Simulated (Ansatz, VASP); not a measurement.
# Two plane-wave programs on Cr2O3

```
Cr O
1.0
     2.47850    1.43096    4.53077
    -2.47850    1.43096    4.53077
     0.00000   -2.86193    4.53077
Cr O
4 6
Direct
  0.84748 0.84748 0.84748
  0.65252 0.65252 0.65252
  0.15252 0.15252 0.15252
  0.34748 0.34748 0.34748
  0.05580 0.44420 0.75000
  0.75000 0.05580 0.44420
  0.44420 0.75000 0.05580
  0.94420 0.55580 0.25000
  0.25000 0.94420 0.55580
  0.55580 0.25000 0.94420
```

Alike in both runs: task single point; functional PBE; k mesh 4 × 4 × 4; occupations fermi-dirac, width 0.1 eV; collinear spin; Hubbard terms Cr d U = 3.7 eV.

|  | VASP | Ansatz |
| --- | --- | --- |
| version | VASP 6.6.1 | Ansatz 0.2.0 |
| potentials or method | VASP PAW PBE potentials, release 64 (Cr_pv, O), cutoff 520 eV | PAW, plane waves, scalar-relativistic |
| valence electrons in the cell | 84 | 92 |

```csv
,VASP,Ansatz,Ansatz less VASP
pressure (GPa),15.9,12.2,-3.70
"traceless stress, the component that is largest in VASP (GPa)",-0.23,-0.28,-0.052
rms of the force components (eV/Å),0.219,0.231,+0.0115
net moment per atom (μB),1.20,1.20,0.000
size of the moment on the site where the two differ most (μB),2.97,2.48,-0.491
```

Site moments also hang on the region over which each program counts them. The programs project onto different local orbitals, so the same U acts differently, and such runs can settle in different states. Atom by atom the forces differ by 0.044 eV/Å (rms over components). VASP's potentials hold 84 valence electrons a cell and Ansatz's 92, so a difference there can come from the potentials and not from the codes.
